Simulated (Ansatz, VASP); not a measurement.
**Two plane-wave programs on Ti8Al23**

File INCAR:

```
ALGO     = Normal         # electronic algorithm
EDIFF    = 1E-6           # SCF threshold, eV
ENCUT    = 520            # plane-wave cutoff, eV
GGA      = PE             # functional
ISIF     = 2              # what is computed and relaxed
ISMEAR   = 1              # smearing method
LASPH    = True           # aspherical terms in the spheres
LCHARG   = False          # write CHGCAR
LREAL    = Auto         
LWAVE    = False          # write WAVECAR
NBANDS   = 104            # bands
NELM     = 60             # most SCF steps
PREC     = Accurate       # precision mode
SIGMA    = 0.1            # smearing width, eV
```

Contents of KPOINTS:

```
k-points
0
Gamma
  3 3 3
```

File POSCAR:

```
Ti8Al23
1.0
    7.6895028900      0.0000000000      0.0000000000
    0.0000000000      7.6895028900      0.0000000000
    0.0000000000      0.0000000000      8.6237151300
Ti Al
8 23
Direct
   -0.0000300200      0.0011321100      0.0001584500
    0.2466251500      0.2534953400      0.5093346800
    0.0014364100      0.4987022100      0.0009031700
    0.2517055100      0.7496406600      0.5002629800
    0.5041374900     -0.0040022100     -0.0085277200
    0.7504739500      0.2484056400      0.5002584800
    0.4990032500      0.5001629000      0.0001615200
    0.7492646100      0.7508554900      0.4998119700
    0.0020490000     -0.0002808600      0.4939389800
    0.2508309900      0.2493066700     -0.0131315400
    0.0051928500      0.2462164700      0.2519930400
    0.2480181400     -0.0021922400      0.7505549600
   -0.0010389200      0.2507995200      0.7511893800
    0.3758993300      0.1242130500      0.2507055800
   -0.0020747400      0.5021840300      0.4983350200
    0.2502116500      0.7515407300      0.0067873500
    0.0012713400      0.7507829000      0.2503459500
    0.2493355500      0.5011598500      0.7511892100
   -0.0001581100      0.7491396900      0.7502909300
    0.2539224500      0.4949282000      0.2519845700
    0.4998352100      0.0002784200      0.5155053000
    0.7485985100      0.2499286300      0.0067992100
    0.7520709700     -0.0010657600      0.7495929800
    0.5023140200      0.2521131100      0.7505592500
    0.7455699600      0.0030831300      0.2486123000
    0.5004014000      0.4980661400      0.4939390700
    0.7528322700      0.7473061100      0.0023041800
    0.4970363900      0.7545729900      0.2486046900
    0.7509918600      0.5002791200      0.7502951200
    0.5011831500      0.7480571000      0.7495953100
    0.7493590500      0.4988536300      0.2503561400
```

Input for Ansatz:

```yaml
crystal:
  lattice:
    - [7.68950289, 0.0, 0.0]
    - [0.0, 7.68950289, 0.0]
    - [0.0, 0.0, 8.62371513]
  atoms:
    - { symbol: Ti, position: [-3.002e-05, 0.00113211, 0.00015845] }
    - { symbol: Ti, position: [0.24662515, 0.25349534, 0.50933468] }
    - { symbol: Al, position: [0.002049, -0.00028086, 0.49393898] }
    - { symbol: Al, position: [0.25083099, 0.24930667, -0.01313154] }
    - { symbol: Al, position: [0.00519285, 0.24621647, 0.25199304] }
    - { symbol: Al, position: [0.24801814, -0.00219224, 0.75055496] }
    - { symbol: Al, position: [-0.00103892, 0.25079952, 0.75118938] }
    - { symbol: Al, position: [0.37589933, 0.12421305, 0.25070558] }
    - { symbol: Ti, position: [0.00143641, 0.49870221, 0.00090317] }
    - { symbol: Ti, position: [0.25170551, 0.74964066, 0.50026298] }
    - { symbol: Al, position: [-0.00207474, 0.50218403, 0.49833502] }
    - { symbol: Al, position: [0.25021165, 0.75154073, 0.00678735] }
    - { symbol: Al, position: [0.00127134, 0.7507829, 0.25034595] }
    - { symbol: Al, position: [0.24933555, 0.50115985, 0.75118921] }
    - { symbol: Al, position: [-0.00015811, 0.74913969, 0.75029093] }
    - { symbol: Al, position: [0.25392245, 0.4949282, 0.25198457] }
    - { symbol: Ti, position: [0.50413749, -0.00400221, -0.00852772] }
    - { symbol: Ti, position: [0.75047395, 0.24840564, 0.50025848] }
    - { symbol: Al, position: [0.49983521, 0.00027842, 0.5155053] }
    - { symbol: Al, position: [0.74859851, 0.24992863, 0.00679921] }
    - { symbol: Al, position: [0.75207097, -0.00106576, 0.74959298] }
    - { symbol: Al, position: [0.50231402, 0.25211311, 0.75055925] }
    - { symbol: Al, position: [0.74556996, 0.00308313, 0.2486123] }
    - { symbol: Ti, position: [0.49900325, 0.5001629, 0.00016152] }
    - { symbol: Ti, position: [0.74926461, 0.75085549, 0.49981197] }
    - { symbol: Al, position: [0.5004014, 0.49806614, 0.49393907] }
    - { symbol: Al, position: [0.75283227, 0.74730611, 0.00230418] }
    - { symbol: Al, position: [0.49703639, 0.75457299, 0.24860469] }
    - { symbol: Al, position: [0.75099186, 0.50027912, 0.75029512] }
    - { symbol: Al, position: [0.50118315, 0.7480571, 0.74959531] }
    - { symbol: Al, position: [0.74935905, 0.49885363, 0.25035614] }
basis:
  ecutwfc: 420
  xc_grid: 2
hamiltonian:
  xc: pbe
  pseudopotentials: { kind: paw, azcp: { folder: soft_1 } }
kpoints:
  mp_grid: { grid: [3, 3, 3] }
scf:
  occupations: { method: methfessel_paxton, width: 0.1 }
  max_iter: 190
output:
  forces: true
  eigenvalues: true
checkpoint:
  write: "../q0.top.mesh.run"
  compress: false
  write_wavefunctions: false
  write_every: 100000
```

Alike in both runs: task single point; functional PBE; k mesh 3 × 3 × 3; occupations methfessel-paxton of order 1, width 0.1 eV; no spin polarisation.

|  | VASP | Ansatz |
| --- | --- | --- |
| version | VASP 6.6.1 | Ansatz 0.2.0 |
| potentials or method | VASP PAW PBE potentials, release 64 (Ti_sv, Al), cutoff 520 eV | plane-wave PAW DFT |
| valence electrons in the cell | 165 | 165 |

```csv
,VASP,Ansatz,Ansatz less VASP
rms of the force components (eV/Å),0.045,0.045,0.0000
```
